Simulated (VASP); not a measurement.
# SmInO (Pmmm) in VASP: relaxation of cell and atoms with PBE

Aim: the relaxation of cell and atoms of SmInO with PBE.

Everything below comes from runs of VASP 6.6.1. Logs are shortened: lines on timing, memory, paths and dates and some standing lists are left out, and cuts for length are marked.

### Step 1. The cell of the first run

Symmetry: Pmmm, No. 47, orthorhombic system. The conventional cell has a = 3.601 Å, b = 4.227 Å, c = 5.325 Å, α = 90.00°, β = 90.00°, γ = 90.00°. Within 4.3 Å of Sm (site symmetry mmm) lie 4 In at 3.21 Å and 4 Sm at 3.60 to 4.23 Å and 8 O at 3.85 Å. In (site symmetry mmm) has 2 O at 2.11 Å within 2.8 Å. O (site symmetry mmm) has 2 In at 2.11 Å within 2.8 Å.

The cell was generated, and may not be a known phase.

### Step 2. Relaxation of cell and atoms, PBE

Contents of INCAR:

```
SYSTEM = SmInO
PREC     = Accurate       ! precision mode
ENCUT    = 600            ! plane-wave cutoff, eV
EDIFF    = 1E-7           ! SCF threshold, eV
ISMEAR   = 0              ! smearing method
SIGMA    = 0.1            ! smearing width, eV
LREAL    = .False.        ! projectors in reciprocal space
LASPH    = .True.         ! aspherical terms in the spheres
NELM     = 200            ! most SCF steps
ALGO     = Normal         ! electronic algorithm
ISIF     = 3              ! what is computed and relaxed
LWAVE    = .False.        ! write WAVECAR
LCHARG   = .False.        ! write CHGCAR
GGA      = PE             ! functional
IBRION   = 2              ! ionic algorithm
NSW      = 100            ! ionic steps
EDIFFG   = -0.01          ! ionic threshold
GGA_COMPAT= .False.      
NELMIN   = 4            
LMAXMIX  = 6              ! l up to which the mixer works
```

Contents of KPOINTS:

```
regular mesh
0
Gamma
  14 12 10
  0 0 0
```

Contents of POSCAR:

```
SmInO
1.0
    3.6008548544      0.0000000000      0.0000000000
    0.0000000000      4.2270365019      0.0000000000
    0.0000000000      0.0000000000      5.3250379118
Sm In O
1 1 1
Direct
    0.0000000000      0.0000000000      0.0000000000
    0.5000000000      0.0000000000      0.5000000000
    0.5000000000      0.5000000000      0.5000000000
```

Potentials or basis: VASP PAW PBE potentials, release 64 (Sm_3, In_d, O), 4f in core.

Run with:

```console
cat potpaw_PBE.64/Sm_3/POTCAR potpaw_PBE.64/In_d/POTCAR potpaw_PBE.64/O/POTCAR > POTCAR
mpirun -np 1 vasp_std > vasp.out
```

OUTCAR:

```text
SYSTEM = SmInO
   PREC = Accurate
   ENCUT = 600
   EDIFF = 1E-7
   ISMEAR = 0
   LREAL = .False.
   LASPH = .True.
   NELM = 200
   ISIF = 3
   GGA = PE
   IBRION = 2
   NSW = 100
   EDIFFG = -0.01
   NELMIN = 4

 ion  position               nearest neighbor table
   1  0.000  0.000  0.000-   2 3.21   2 3.21   2 3.21   2 3.21
   2  0.500  0.000  0.500-   3 2.11   3 2.11   1 3.21   1 3.21   1 3.21   1 3.21
   3  0.500  0.500  0.500-   2 2.11   2 2.11

  LATTYP: Found a simple orthorhombic cell.
 ALAT       =     3.6008548544
 B/A-ratio  =     1.1738980528
 C/A-ratio  =     1.4788260363

  Lattice vectors:

 A1 = (   3.6008548544,   0.0000000000,   0.0000000000)
 A2 = (   0.0000000000,   4.2270365019,   0.0000000000)
 A3 = (   0.0000000000,   0.0000000000,   5.3250379118)

Analysis of symmetry for initial positions (statically):
=====================================================================
 Subroutine PRICEL returns:
 Original cell was already a primitive cell.

 Routine SETGRP: Setting up the symmetry group for a
 simple orthorhombic supercell.

 Subroutine GETGRP returns: Found  8 space group operations
 (whereof  8 operations were pure point group operations)
 out of a pool of  8 trial point group operations.

The static configuration has the point symmetry D_2h.

Analysis of symmetry for dynamics (positions and initial velocities):
=====================================================================
 Subroutine PRICEL returns:
 Original cell was already a primitive cell.

 Routine SETGRP: Setting up the symmetry group for a
 simple orthorhombic supercell.

 Subroutine GETGRP returns: Found  8 space group operations
 (whereof  8 operations were pure point group operations)
 out of a pool of  8 trial point group operations.

The dynamic configuration has the point symmetry D_2h.

 Subroutine INISYM returns: Found  8 space group operations
 (whereof  8 operations are pure point group operations),
 and found     1 'primitive' translations

----------------------------------------------------------------------------------------

                                     Primitive cell

  volume of cell :      81.0521

  direct lattice vectors                    reciprocal lattice vectors
     3.600854854  0.000000000  0.000000000     0.277711832  0.000000000  0.000000000
     0.000000000  4.227036502  0.000000000     0.000000000  0.236572360  0.000000000
     0.000000000  0.000000000  5.325037912     0.000000000  0.000000000  0.187792090
[... 96 lines left out ...]
   PSTRESS=    0.0 pullay stress
   NELECT =      30.0000    total number of electrons
   NUPDOWN=      -1.0000    fix difference up-down
   EMIN   =  10.00;   EMAX   =-10.00  energy-range for DOS
   EFERMI =   0.00;   METHOD = LEGACY
   ISMEAR =     0;   SIGMA  =   0.10  broadening in eV -4-tet -1-fermi 0-gaus
   EFERMI_NEDOS =   21; number of points for ismear=-14 and -15
   IALGO  =     38    algorithm
   IMIX   =      4    mixing-type and parameters
     AMIX     =   0.40;   BMIX     =  1.00
     AMIX_MAG =   1.60;   BMIX_MAG =  1.00
  volume/ion in A,a.u.               =      27.02       182.32
  Fermi-wavevector in a.u.,A,eV,Ry     =   1.175422  2.221225 18.798038  1.381617
  Thomas-Fermi vector in A             =   2.311803
   LORBIT       =      0    0 simple, 1 ext, 2 COOP (PROOUT), +10 PAW based schemes
   GGA     = PE    functional components
   LHFCALC =     F    Hartree Fock is set to
   AEXX    =    0.0000 exact exchange contribution
   IVDW    =     0    specifies the selected vdW correction
   LEPSILON=     F    determine dielectric tensor
   LRPA    =     F    only Hartree local field effects (RPA)
 conjugate gradient relaxation of ions
 non-spin polarized calculation
 Gauss-broadening in eV      SIGMA  =   0.10
  energy-cutoff  :      600.00
  volume of cell :       81.05
 maximum number of plane-waves:      2730
 NGX is ok and might be reduce to    30
   NGX = 15   NGY = 17   NGZ = 21

--------------------------------------- Ionic step        1  -------------------------------------------

 number of electron      30.0000003 magnetization

 Free energy of the ion-electron system (eV)
  ---------------------------------------------------
  ext. energy  EPLUGINS =         0.00000000
  ---------------------------------------------------
  free energy    TOTEN  =       -12.34638984 eV

  energy without entropy =      -12.32932647  energy(sigma->0) =      -12.33785815

------------------------ aborting loop because EDIFF is reached ----------------------------------------

  FORCE on cell =-STRESS in cart. coord.  units (eV):
  Direction    XX          YY          ZZ          XY          YZ          ZX
  --------------------------------------------------------------------------------------
  -------------------------------------------------------------------------------------
  Total       -0.1733269      0.3563574      0.0702043      0.0000000      0.0000000      0.0000000
  in kB       -3.4261961      7.0442069      1.3877458      0.0000000      0.0000000      0.0000000
  external PRESSURE =       1.6685855 kB  Pullay stress =       0.0000000 kB
[... 209 lines left out ...]
--------------------------------------- Ionic step        7  -------------------------------------------

 number of electron      30.0000008 magnetization

 Free energy of the ion-electron system (eV)
  ---------------------------------------------------
  ext. energy  EPLUGINS =         0.00000000
  ---------------------------------------------------
  free energy    TOTEN  =       -12.34810933 eV

  energy without entropy =      -12.33124786  energy(sigma->0) =      -12.33967859

 E-fermi :   3.4111     XC(G=0):  -9.0900

 val. band max:        3.4080903093   @ k =   0.2857   0.1667   0.4000
 cond. band min:       3.4127336331   @ k =   0.2143   0.0833   0.4000
 fundamental gap:      0.0046433238
 Fermi energy:         3.4110557667

 k-point     1 :       0.0000    0.0000    0.0000
  band No.  band energies     occupation
      1     -38.5841      2.00000
      2     -18.0512      2.00000
      3     -17.9675      2.00000
      4     -17.5869      2.00000
      5     -14.5491      2.00000
      6     -10.7808      2.00000
[... 505 lines left out ...]
      6     -10.7378      2.00000
[... 11 lines left out ...]
     18       4.2602      0.00000
     19       5.5850      0.00000

 [... further k-points ...]

------------------------ aborting loop because EDIFF is reached ----------------------------------------

  FORCE on cell =-STRESS in cart. coord.  units (eV):
  Direction    XX          YY          ZZ          XY          YZ          ZX
  --------------------------------------------------------------------------------------
  -------------------------------------------------------------------------------------
  Total       -0.0091106      0.0209915      0.0231936      0.0000000      0.0000000      0.0000000
  in kB       -0.1804902      0.4158634      0.4594879      0.0000000      0.0000000      0.0000000
  external PRESSURE =       0.2316204 kB  Pullay stress =       0.0000000 kB
[... 18 lines left out ...]
  FREE ENERGIE OF THE ION-ELECTRON SYSTEM (eV)
  ---------------------------------------------------
  free  energy   TOTEN  =       -12.3481093301 eV

  energy  without entropy=      -12.3312478586  energy(sigma->0) =      -12.33967859

 reached required accuracy - stopping structural energy minimisation
```

CONTCAR:

```text
SmInO
   1.00000000000000
     3.5682194985924487    0.0000000000000000    0.0000000000000000
    -0.0000000000000000    4.2433601541348027    0.0000000000000000
     0.0000000000000000    0.0000000000000000    5.3412482343973542
  Sm              In              O
     1     1     1
Direct
     0.0000000000000000    0.0000000000000000    0.0000000000000000
     0.5000000000000000    0.0000000000000000    0.5000000000000000
     0.5000000000000000    0.5000000000000000    0.5000000000000000

  0.00000000E+00  0.00000000E+00  0.00000000E+00
  0.00000000E+00  0.00000000E+00  0.00000000E+00
  0.00000000E+00  0.00000000E+00  0.00000000E+00
```

Run time: 34 min. Hardware: 1 thread of Intel Xeon 6975P-C (Granite Rapids), shared host; peak memory 0.8 GiB.

What came out:

| Quantity | Value |
| --- | --- |
| Free energy | -12.3481 eV |
| Relaxed volume | 26.96 Å³/atom |
| Relaxed cell | a = 3.568 Å, b = 4.243 Å, c = 5.341 Å, α = 90.00°, β = 90.00°, γ = 90.00° |
| Space group after relaxing (to 0.1 Å) | Pmmm (No. 47) |
| Energy gained by relaxing | 0.6 meV/atom |
| Ionic steps | 7 |
| Pressure after relaxing | 0.0 GPa |
| Band gap on the k mesh | zero (bands 15 and 16 overlap by 1.36 eV) |

Step by step:
```tsv
step	energy change (eV)	largest force (eV/Å)	pressure (GPa)	volume (Å³)
1	0.0000	0.0000	0.17	81.05
2	-0.0011	0.0000	-0.21	81.38
3	-0.0012	0.0000	-0.17	81.35
4	-0.0015	0.0000	-0.06	81.07
5	-0.0016	0.0000	0.01	80.88
6	-0.0017	0.0000	0.02	80.88
7	-0.0017	0.0000	0.02	80.87
```

Final structure:
```
Sm In O
1.0
     3.56822    0.00000    0.00000
     0.00000    4.24336    0.00000
     0.00000    0.00000    5.34125
Sm In O
1 1 1
Cartesian
  0.0000 0.0000 0.0000
  1.7841 0.0000 2.6706
  1.7841 2.1217 2.6706
```

Caveat: spin-orbit coupling is left out, which moves the levels of the heavy elements; the 4f electrons are frozen in the core, so they carry no moment and show no levels; the run has no spin polarisation, though such a crystal can be magnetic.
